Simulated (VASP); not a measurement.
# Si16HC16 (a cell with a defect) (H interstitial hop between voids) in VASP: notebook, part 2 of 2

VASP 6.6.1.

## Step 3: Single point, PBE

Contents of INCAR:

```
  PREC = Accurate
  ENCUT = 520
  EDIFF = 1E-6
  ISMEAR = -1
  SIGMA = 0.01
  LREAL = Auto
  LASPH = True
  NELM = 120
  ALGO = Normal
  ISIF = 2
  LWAVE = False
  LCHARG = False
  GGA = PE
  NELECT = 128.0
  NBANDS = 86
  GGA_COMPAT = False
```

Contents of KPOINTS:

```
regular mesh
0
Gamma
  1 1 1
```

Contents of POSCAR:

```
Si16HC16
1.0
   -4.3797050000      4.3797050000     -4.3797050000
    4.3797050000      4.3797050000      4.3797050000
    4.3797050000     -4.3797050000     -4.3797050000
Si C H
16 16 1
Direct
    0.0004490163     -0.0033969441      0.7481395173
    0.0004531928      0.2450692265      0.4987341142
    0.0004743149      0.4981593334      0.2447194456
    0.0004680892      0.7374270937      0.0003556606
    0.2499927260      0.0000279948      0.5019436547
    0.2526392269      0.2487984458      0.2525170067
    0.2448748704      0.4981615278      0.0003555459
    0.2524987607      0.7504547552      0.7507609480
    0.5020572978      0.0000367826      0.2498740629
    0.4988550905      0.2450571698      0.0003456001
    0.4988568517      0.4984286643      0.7482701159
    0.5020621235      0.7466508714      0.5019464639
    0.7482672021     -0.0033924168      0.0003298447
    0.7560359408      0.2537359859      0.7559229797
    0.7484081521      0.4984113518      0.4987197813
    0.7509022722      0.7504707608      0.2524035231
    0.0004510632      0.0029917131      0.0003282324
    0.0004504462      0.2480086753      0.7459098312
    0.0004575196      0.5032235594      0.4994951213
    0.0004653393      0.7586119023      0.2560488506
    0.2503400876      0.0025917441      0.7502407087
    0.2505354305      0.2526928950      0.5003120774
    0.2549133185      0.5024442300      0.2547843592
    0.2561419966      0.7585957675      0.0003458785
    0.5012575096      0.0040505507      0.5011382576
    0.5004313251      0.2526898255      0.2504187620
    0.4996469973      0.5032312483      0.0003361046
    0.5004780847      0.7527125222      0.7504422364
    0.7503665791      0.0026004742      0.2502330156
    0.7460201211      0.2479945502      0.0003341196
    0.7447874998      0.5029115666      0.7446613517
    0.7505693968      0.7527053681      0.5003586226
    0.0004877856      0.5017355843      0.0004008877
```

Potentials or basis: VASP PAW PBE potentials, release 64 (Si, C, H).

On the command line:

```console
$ cat potpaw_PBE.64/Si/POTCAR potpaw_PBE.64/C/POTCAR potpaw_PBE.64/H/POTCAR > POTCAR
$ mpirun -np 1 vasp_gam > vasp.out
```

OUTCAR:

```text
PREC = Accurate
   ENCUT = 520
   EDIFF = 1E-6
   ISMEAR = -1
   LREAL = Auto
   LASPH = True
   NELM = 120
   ISIF = 2
   GGA = PE
   NELECT = 128.0

 ion  position               nearest neighbor table
   1  0.000  0.997  0.748-  32 1.88  21 1.88  17 1.90  18 1.91  16 3.07   5 3.07   2 3.08  15 3.09
                             8 3.09  12 3.09  10 3.09  14 3.11   7 3.11  13 3.12   6 3.12
   2  0.000  0.245  0.499-  18 1.87  22 1.87  29 1.87  19 1.96   5 3.06  16 3.06   1 3.08   6 3.09
                            13 3.09   9 3.09  11 3.09  14 3.11   7 3.11   8 3.13  15 3.13   3 3.14
   3  0.000  0.498  0.245-  33 1.86  23 1.89  30 1.89  19 1.92  20 1.95   4 3.00   7 3.03  14 3.03
                             6 3.11  13 3.11  12 3.11  10 3.11   5 3.11  16 3.11   8 3.13  15 3.13
   4  0.000  0.737  0.000-  33 1.79  24 1.89  31 1.89  20 1.89  17 2.01   3 3.00   7 3.00  14 3.00
                             5 3.11   9 3.11  11 3.11  16 3.11   8 3.11  15 3.11
   5  0.250  0.000  0.502-  20 1.86  21 1.88  25 1.90  22 1.92   2 3.06   1 3.07   6 3.09   8 3.09
                            11 3.09  10 3.09  16 3.09   4 3.11   3 3.11   9 3.12  12 3.13  14 3.13
   6  0.253  0.249  0.253-  26 1.88  22 1.88  17 1.90  23 1.91  11 3.07  15 3.07  12 3.08   9 3.09
                             5 3.09  10 3.09   2 3.09   7 3.11   3 3.11  13 3.12   1 3.12
   7  0.245  0.498  0.000-  33 1.86  23 1.89  18 1.90  27 1.92  24 1.95   4 3.00   3 3.03  14 3.03
                             6 3.11   1 3.11  12 3.11   2 3.11   9 3.11   8 3.11  16 3.13  11 3.13
   8  0.252  0.750  0.751-  24 1.86  28 1.88  19 1.90  21 1.92  10 3.06  13 3.07   1 3.09  11 3.09
                             5 3.09  12 3.09   9 3.09   4 3.11   7 3.11  15 3.12   2 3.13   3 3.13
   9  0.502  0.000  0.250-  24 1.86  29 1.88  25 1.90  26 1.92  10 3.06  13 3.07   6 3.09  15 3.09
                             2 3.09  16 3.09   8 3.09   4 3.11   7 3.11   5 3.12  12 3.13  14 3.13
  10  0.499  0.245  0.000-  30 1.87  26 1.87  21 1.87  27 1.96   9 3.06   8 3.06  13 3.08  15 3.09
                             6 3.09   1 3.09   5 3.09  14 3.11   3 3.11  16 3.13  11 3.13   7 3.14
  11  0.499  0.498  0.748-  31 1.86  22 1.88  27 1.90  28 1.92  12 3.06   6 3.07  13 3.09   8 3.09
                             5 3.09   2 3.09  15 3.09   4 3.11  14 3.11  16 3.12  10 3.13   7 3.13
  12  0.502  0.747  0.502-  23 1.87  28 1.87  32 1.87  25 1.96  11 3.06  15 3.06   6 3.08  13 3.09
                             8 3.09   1 3.09  16 3.09   3 3.11   7 3.11   5 3.13   9 3.13  14 3.14
  13  0.748  0.997  0.000-  28 1.88  29 1.88  17 1.90  30 1.91   9 3.07   8 3.07  10 3.08  11 3.09
[... 10 lines left out ...]
  20  0.000  0.759  0.256-   5 1.86  16 1.86   4 1.89   3 1.95
  21  0.250  0.003  0.750-  10 1.87   1 1.88   5 1.88   8 1.92
  22  0.251  0.253  0.500-   2 1.87   6 1.88  11 1.88   5 1.92
[... 9 lines left out ...]
  32  0.751  0.753  0.500-  12 1.87   1 1.88  16 1.88  15 1.92
  33  0.000  0.502  0.000-   4 1.79   3 1.86   7 1.86  14 1.86

  LATTYP: Found a body centered cubic cell.
 ALAT       =     8.7594100000

  Lattice vectors:

 A1 = (  -4.3797050000,   4.3797050000,  -4.3797050000)
 A2 = (   4.3797050000,   4.3797050000,   4.3797050000)
 A3 = (   4.3797050000,  -4.3797050000,  -4.3797050000)

Analysis of symmetry for initial positions (statically):
=====================================================================
 Subroutine PRICEL returns:
 Original cell was already a primitive cell.

 Routine SETGRP: Setting up the symmetry group for a
 body centered cubic supercell.

 Subroutine GETGRP returns: Found  1 space group operations
 (whereof  1 operations were pure point group operations)
 out of a pool of 48 trial point group operations.
[... 135 lines left out ...]
   k-points           NKPTS =      1   k-points in BZ     NKDIM =      1   number of bands    NBANDS=     86
   number of dos      NEDOS =    301   number of ions     NIONS =     33
   total plane-waves  NPLWV = 175616
   dimension x,y,z NGX =    56 NGY =   56 NGZ =   56
[... 22 lines left out ...]
   POTIM  = 0.5000    time-step for ionic-motion
   TEBEG  =    0.0;   TEEND  =   0.0 temperature during run
   PSTRESS=    0.0 pullay stress
   NELECT =     128.0000    total number of electrons
   NUPDOWN=      -1.0000    fix difference up-down
   EMIN   =  10.00;   EMAX   =-10.00  energy-range for DOS
   EFERMI =   0.00;   METHOD = LEGACY
   ISMEAR =    -1;   SIGMA  =   0.01  broadening in eV -4-tet -1-fermi 0-gaus
   EFERMI_NEDOS =   21; number of points for ismear=-14 and -15
   IALGO  =     38    algorithm
   IMIX   =      4    mixing-type and parameters
     AMIX     =   0.40;   BMIX     =  1.00
     AMIX_MAG =   1.60;   BMIX_MAG =  1.00
  volume/ion in A,a.u.               =      10.18        68.72
  Fermi-wavevector in a.u.,A,eV,Ry     =   1.186716  2.242567 19.161000  1.408294
  Thomas-Fermi vector in A             =   2.322882
   LORBIT       =      0    0 simple, 1 ext, 2 COOP (PROOUT), +10 PAW based schemes
   GGA     = PE    functional components
   LHFCALC =     F    Hartree Fock is set to
   AEXX    =    0.0000 exact exchange contribution
   IVDW    =     0    specifies the selected vdW correction
   LEPSILON=     F    determine dielectric tensor
   LRPA    =     F    only Hartree local field effects (RPA)
 non-spin polarized calculation
  energy-cutoff  :      520.00
  volume of cell :      336.04
 maximum number of plane-waves:      4475
   NGX = 29   NGY = 29   NGZ = 29

 number of electron     127.9999998 magnetization

 Free energy of the ion-electron system (eV)
  ---------------------------------------------------
  ext. energy  EPLUGINS =         0.00000000
  ---------------------------------------------------
  free energy    TOTEN  =      -246.84492421 eV

  energy without entropy =     -246.84491936  energy(sigma->0) =     -246.84492179

 E-fermi :   8.0089     XC(G=0): -11.2848

 val. band max:        7.8862801562   @ k =   0.0000   0.0000   0.0000
 cond. band min:       8.1246894649   @ k =   0.0000   0.0000   0.0000
 fundamental gap:      0.2384093087
 Fermi energy:         8.0089106945

 k-point     1 :       0.0000    0.0000    0.0000
  band No.  band energies     occupation
      1      -7.3773      2.00000
      2      -4.7736      2.00000
      3      -4.4412      2.00000
      4      -4.4409      2.00000
      5      -4.3995      2.00000
      6      -4.3990      2.00000
[... 68 lines left out ...]
     75      13.4377      0.00000
     76      13.4381      0.00000
 [bands above 76 left out]

------------------------ aborting loop because EDIFF is reached ----------------------------------------

  FORCE on cell =-STRESS in cart. coord.  units (eV):
  Direction    XX          YY          ZZ          XY          YZ          ZX
  --------------------------------------------------------------------------------------
  -------------------------------------------------------------------------------------
  Total       -6.4020282     -6.4045730     -6.4188722     -6.4267428     -6.4283467     -6.4202306
  in kB      -30.5234485    -30.5355814    -30.6037570    -30.6412821    -30.6489293    -30.6102332
  external PRESSURE =     -30.5542623 kB  Pullay stress =       0.0000000 kB

 VOLUME and BASIS-vectors are now :
 -----------------------------------------------------------------------------
  energy-cutoff  :      520.00
  volume of cell :      336.04
      direct lattice vectors                 reciprocal lattice vectors
    -4.379705000  4.379705000 -4.379705000     0.000000000  0.114162940 -0.114162940
     4.379705000  4.379705000  4.379705000     0.114162940  0.114162940  0.000000000
     4.379705000 -4.379705000 -4.379705000     0.114162940  0.000000000 -0.114162940

 POSITION                                       TOTAL-FORCE (eV/Angst)
 -----------------------------------------------------------------------------------
      7.63949      1.09016      1.08623         0.003507      0.003934      0.001596
      3.25565     -1.10899     -1.11296         0.001081     -0.002073     -0.003106
      3.25151      1.11207      1.10791         0.006235     -0.001424     -0.000928
      3.22922      3.23021      3.22611         0.000300      0.000539      0.001223
      1.10359     -1.10335     -3.29314         0.000308      0.001615      0.002156
      1.08913      1.09020     -1.12277         0.002905      0.001916      0.001077
[... 25 lines left out ...]
      2.20078      4.39248     -2.18207        -0.001616     -0.005141     -0.001865
      2.19707      2.19783      2.19356        -0.000676      0.000874      0.000804
 -----------------------------------------------------------------------------------
    total drift:                               -0.036105     -0.048915     -0.003045

  FREE ENERGIE OF THE ION-ELECTRON SYSTEM (eV)
  ---------------------------------------------------
  free  energy   TOTEN  =      -246.8449242093 eV

  energy  without entropy=     -246.8449193647  energy(sigma->0) =     -246.84492179
```

It took 27 s on 1 thread of AMD EPYC 9R45 (Zen 5), shared host; peak memory 0.35 GiB.

Results:

```
Free energy   : -246.8449 eV
Largest force : 0.013 eV/Å
```

Forces on the atoms (eV/Å):
```
Si   0.004  0.004  0.002
Si   0.001 -0.002 -0.003
Si   0.006 -0.001 -0.001
Si   0.000  0.001  0.001
Si   0.000  0.002  0.002
Si   0.003  0.002  0.001
Si  -0.002  0.006  0.000
Si   0.007  0.000 -0.001
Si  -0.001 -0.001  0.002
Si  -0.003  0.003 -0.001
Si  -0.001  0.001 -0.001
Si  -0.001  0.001  0.003
Si   0.004  0.003  0.001
Si  -0.001  0.000  0.003
Si   0.005 -0.002  0.000
Si  -0.001  0.005  0.002
C   -0.002 -0.002 -0.001
C    0.009  0.001 -0.004
C    0.000 -0.008 -0.009
C   -0.001  0.003  0.005
C    0.000 -0.003 -0.001
C   -0.002 -0.003 -0.002
C   -0.002  0.000  0.006
C    0.001  0.001  0.005
C   -0.008 -0.008  0.001
C   -0.003 -0.003  0.000
C   -0.008 -0.003 -0.010
C   -0.003 -0.004 -0.001
C   -0.002 -0.003  0.000
C   -0.001  0.012 -0.002
C    0.004  0.005  0.002
C   -0.002 -0.005 -0.002
H   -0.001  0.001  0.001
```

Levels at points of the mesh, in eV from the Fermi level:
```tsv
k point	band 60	band 61	band 62	band 63	band 64	band 65	band 66	band 67	band 68	band 69
(0.00, 0.00, 0.00)	-1.07	-1.03	-0.89	-0.12	-0.12	0.12	1.47	1.47	3.33	4.21
```

Caveat: the k points lie up to 1.01 Å⁻¹ apart; the cell carries a net charge on a neutralising background, which shifts energy and pressure; the cell is charged against a uniform background, so pressure and absolute levels hang on convention.

## Step 4: Single point, PBE

Contents of INCAR:

```
SYSTEM = Si16HC16
PREC     = Accurate       ! precision mode
ENCUT    = 520            ! plane-wave cutoff, eV
EDIFF    = 1E-6           ! SCF threshold, eV
ISMEAR   = -1             ! smearing method
SIGMA    = 0.01           ! smearing width, eV
LREAL    = Auto         
LASPH    = .TRUE.         ! aspherical terms in the spheres
NELM     = 120            ! most SCF steps
ALGO     = Normal         ! electronic algorithm
ISIF     = 2              ! what is computed and relaxed
LWAVE    = .FALSE.        ! write WAVECAR
LCHARG   = .TRUE.         ! write CHGCAR
GGA      = PE             ! functional
LELF     = .TRUE.         ! ELF
LVHAR    = .TRUE.       
NELECT   = 128.0        
NBANDS   = 86             ! bands
GGA_COMPAT= .FALSE.
```

Contents of KPOINTS:

```
regular mesh
0
G
  1 1 1
  0 0 0
```

Contents of POSCAR:

```
Si16HC16
1.0
   -4.3797050000      4.3797050000     -4.3797050000
    4.3797050000      4.3797050000      4.3797050000
    4.3797050000     -4.3797050000     -4.3797050000
Si C H
16 16 1
Direct
    0.0001664083     -0.0063790786      0.7484737348
    0.0001468211      0.2466804993      0.4944506944
    0.0001583495      0.4863367302      0.2501126962
    0.0001644297      0.7452548551     -0.0020549497
    0.2523235880     -0.0026465205      0.5021940814
    0.2444124368      0.2466565479      0.2501138315
    0.2522380684      0.4988614841      0.0005613302
    0.2497024640      0.7484530211      0.7516579669
    0.4986528687     -0.0064208849      0.2501164034
    0.4984492672      0.2468336609     -0.0020275163
    0.5016771171      0.4950630113      0.7516078952
    0.5018639563      0.7485436461      0.4996259343
    0.7557392308      0.0022738340      0.0057391136
    0.7480994041      0.2468217214      0.7485287861
    0.7505364787      0.4988904799      0.5020868182
    0.7480464246      0.7452336874      0.2500557082
    0.0000977360     -0.0034521463     -0.0044155122
    0.0001442105      0.2518629502      0.7493039806
    0.0001112403      0.5070184234      0.5057595378
    0.0001993117      0.7513815307      0.2501003650
    0.2501680745      0.0011962044      0.7499566751
    0.2546191599      0.2509433256      0.5046250308
    0.2558820078      0.5071732285      0.2502114842
    0.2500973215      0.7511469207      0.0000266346
    0.5002138889      0.0012807185      0.5001790499
    0.4992084976      0.2518183016      0.2500689742
    0.5001894532      0.5012658254      0.0001741296
    0.5009936002      0.7526319873      0.7508973484
    0.7456905583     -0.0034628006      0.2501551935
    0.7444386259      0.2514398433     -0.0054531323
    0.7502257924      0.5011908637      0.7500917738
    0.7501571723      0.7512071733      0.4999352793
    0.0002332519      0.2501479723      0.2502274235
```

On the command line:

```console
$ cat potpaw_PBE.64/Si/POTCAR potpaw_PBE.64/C/POTCAR potpaw_PBE.64/H/POTCAR > POTCAR
$ mpirun -np 1 vasp_gam > vasp.out
```

It took 29 s on 1 thread of AMD EPYC 9R45 (Zen 5), shared host; peak memory 0.36 GiB.

Results (log left out):

```yaml
Free_energy: -246.8440 eV
Largest_force: 0.032 eV/Å
```

Forces on the atoms (eV/Å):
```
Si  -0.007 -0.009 -0.005
Si   0.007  0.000 -0.003
Si  -0.015 -0.020 -0.019
Si  -0.019 -0.006 -0.004
Si  -0.005 -0.004 -0.013
Si  -0.001  0.009 -0.002
Si   0.023  0.006  0.007
Si   0.006 -0.003  0.013
Si   0.001 -0.012  0.009
Si   0.004  0.010 -0.001
Si   0.001  0.005 -0.010
Si   0.004 -0.004  0.008
Si   0.001  0.003  0.006
Si   0.022  0.004  0.004
Si   0.006  0.013 -0.004
Si  -0.005 -0.013 -0.003
C    0.012 -0.004 -0.007
C   -0.010 -0.010 -0.014
C   -0.008  0.005  0.004
C    0.013  0.020  0.020
C    0.003  0.003 -0.006
C   -0.006 -0.004  0.025
C   -0.010 -0.012  0.010
C    0.007  0.004  0.005
C    0.006 -0.005  0.004
C   -0.013 -0.008 -0.009
C    0.004  0.003 -0.001
C   -0.009 -0.007 -0.007
C   -0.011  0.021 -0.004
C   -0.014  0.010 -0.010
C    0.009  0.009  0.003
C    0.002 -0.004 -0.001
H    0.000  0.002  0.006
```

Levels at points of the mesh, in eV from the Fermi level:
| k point | band 62 | band 63 | band 64 | band 65 | band 66 | band 67 |
| --- | --- | --- | --- | --- | --- | --- |
| (0.00, 0.00, 0.00) | -0.89 | -0.12 | -0.12 | 0.12 | 1.47 | 1.47 |

Caveat: the k points lie up to 1.01 Å⁻¹ apart; the cell carries a net charge on a neutralising background, which shifts energy and pressure; the cell is charged against a uniform background, so pressure and absolute levels hang on convention.

## Step 5: Single point, PBE

Contents of INCAR:

```
SYSTEM = Si16HC16
PREC = Accurate ; ENCUT = 520
EDIFF = 1E-6 ; ISMEAR = -1
SIGMA = 0.01 ; LREAL = Auto
LASPH = .TRUE. ; NELM = 120
ALGO = Normal ; ISIF = 2
LWAVE = .FALSE. ; LCHARG = .FALSE.
GGA = PE ; NELECT = 128.0
NBANDS = 86 ; GGA_COMPAT = .FALSE.
```

Contents of KPOINTS:

```
Automatic mesh
0
G
  1 1 1
  0 0 0
```

Contents of POSCAR:

```
Si16HC16
1.0
   -4.3797050000      4.3797050000     -4.3797050000
    4.3797050000      4.3797050000      4.3797050000
    4.3797050000     -4.3797050000     -4.3797050000
Si C H
16 16 1
Direct
    0.0004491170     -0.0033969183      0.7481395436
    0.0004531127      0.2450691314      0.4987340472
    0.0004742329      0.4981593509      0.2447194503
    0.0004681822      0.7374271783      0.0003557317
    0.2499927507      0.0000279699      0.5019436241
    0.2526391618      0.2487984921      0.2525170074
    0.2448748260      0.4981615200      0.0003555034
    0.2524987414      0.7504547681      0.7507609531
    0.5020572162      0.0000367605      0.2498740212
    0.4988551740      0.2450572584      0.0003456854
    0.4988568865      0.4984286613      0.7482701460
    0.5020621252      0.7466508589      0.5019464781
    0.7482671778     -0.0033924659      0.0003298167
    0.7560359659      0.2537360393      0.7559229446
    0.7484081690      0.4984113085      0.4987197768
    0.7509022868      0.7504707509      0.2524035295
    0.0004510578      0.0029917540      0.0003282185
    0.0004504870      0.2480087129      0.7459098273
    0.0004574509      0.5032235048      0.4994950573
    0.0004653281      0.7586119385      0.2560488663
    0.2503401485      0.0025917271      0.7502407126
    0.2505353671      0.2526928184      0.5003120073
    0.2549132875      0.5024442285      0.2547843976
    0.2561420233      0.7585957273      0.0003459137
    0.5012575048      0.0040505011      0.5011383187
    0.5004313076      0.2526898501      0.2504188067
    0.4996470082      0.5032312679      0.0003360957
    0.5004781144      0.7527125685      0.7504422101
    0.7503666343      0.0026005176      0.2502330636
    0.7460201087      0.2479945567      0.0003340408
    0.7447874914      0.5029116116      0.7446613413
    0.7505693877      0.7527053763      0.5003585858
    0.0004877041      0.5017355050      0.0004008261
```

On the command line:

```console
$ cat potpaw_PBE.64/Si/POTCAR potpaw_PBE.64/C/POTCAR potpaw_PBE.64/H/POTCAR > POTCAR
$ mpirun -np 1 vasp_gam > vasp.out
```

It took 27 s on 1 thread of AMD EPYC 9R45 (Zen 5), shared host; peak memory 0.36 GiB.

It converged, with:

| Property | Result |
| --- | --- |
| Free energy | -246.8449 eV |
| Largest force | 0.013 eV/Å |

Forces in eV/Å, atoms in the order of the input:
```
Si   0.004  0.004  0.002
Si   0.001 -0.002 -0.003
Si   0.006 -0.001 -0.001
Si   0.000  0.001  0.001
Si   0.000  0.002  0.002
Si   0.003  0.002  0.001
Si  -0.002  0.006  0.000
Si   0.007  0.000 -0.001
Si  -0.001 -0.001  0.002
Si  -0.003  0.003 -0.001
Si  -0.001  0.001 -0.001
Si  -0.001  0.001  0.003
Si   0.004  0.003  0.001
Si  -0.001  0.000  0.003
Si   0.005 -0.002  0.000
Si  -0.001  0.005  0.002
C   -0.002 -0.002 -0.001
C    0.009  0.001 -0.004
C    0.000 -0.008 -0.009
C   -0.001  0.003  0.005
C    0.000 -0.003 -0.001
C   -0.002 -0.003 -0.002
C   -0.002  0.000  0.006
C    0.001  0.001  0.005
C   -0.008 -0.008  0.001
C   -0.003 -0.003  0.000
C   -0.008 -0.003 -0.010
C   -0.003 -0.004 -0.001
C   -0.002 -0.003  0.000
C   -0.001  0.012 -0.002
C    0.004  0.005  0.002
C   -0.002 -0.005 -0.002
H   -0.001  0.001  0.001
```

Levels at points of the mesh, in eV from the Fermi level:
```csv
k point,band 62,band 63,band 64,band 65,band 66,band 67
"(0.00, 0.00, 0.00)",-0.89,-0.12,-0.12,0.12,1.47,1.47
```

Caveat: the k points lie up to 1.01 Å⁻¹ apart; the cell carries a net charge on a neutralising background, which shifts energy and pressure; the cell is charged against a uniform background, so pressure and absolute levels hang on convention.
